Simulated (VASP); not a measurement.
Wanted: the native input for a VASP 6.6.1 run.

| Quantity | Value |
| --- | --- |
| Task | electric field gradients |
| Functional | LDA |
| Potentials or basis | VASP PAW LDA potentials, release 64 (Y_sv, Se) |
| Cutoff | 520 eV |
| k mesh | 7 × 7 × 7 |
| Occupations | fermi-dirac, width 0.03 eV |
| Spin | no spin polarisation |
| Dipole correction | no |
| Further INCAR settings | ALGO = Normal; EDIFF = 1e-08; NBANDS = 16 |

The structure of YSe lies in POSCAR:

```
YSe
1.0
    0.0000000000      2.8750000000      2.8462500000
    2.8750000000      0.0000000000      2.8462500000
    2.8750000000      2.8750000000      0.0000000000
Y Se
1 1
Direct
    0.0000000000      0.0000000000      0.0000000000
    0.5000000000      0.5000000000      0.5000000000
```

This cell differs from its parent crystal: zz strain of -1 %.

One way to write it, as run:

INCAR

```
SYSTEM = YSe
PREC = Accurate ; ENCUT = 520
EDIFF = 1E-8 ; ISMEAR = -1
SIGMA = 0.03 ; LREAL = .FALSE.
LASPH = .TRUE. ; NELM = 80
ALGO = Normal ; ISIF = 2
LWAVE = .FALSE. ; LCHARG = .FALSE.
GGA = CA ; LEFG = .TRUE.
NBANDS = 16
```

KPOINTS

```
regular mesh
0
G
  7 7 7
  0 0 0
```

Potentials or basis: VASP PAW LDA potentials, release 64 (Y_sv, Se).

Command:

```bash
$ cat potpaw_LDA.64/Y_sv/POTCAR potpaw_LDA.64/Se/POTCAR > POTCAR
$ mpirun -np 1 vasp_std > vasp.out
```

It gave:

- Pressure: -3.7 GPa
- Band gap on the k mesh: zero (an odd number of electrons rules out a gap without spin polarisation)
- Largest electric field gradient by atom: Y -9.8; Se -9.7 V/Å²

Caveat: the cell differs from its parent crystal (zz strain of -1 %); the cell stands under tension; without QUAD_EFG the Cq values of the log hold for a quadrupole moment of 1 mb, not for the nuclei.

It took 27 s on 1 thread of Intel(R) Xeon(R) Platinum 8375C CPU @ 2.90GHz (Ice Lake) (shared host), peak memory 0.18 GiB.
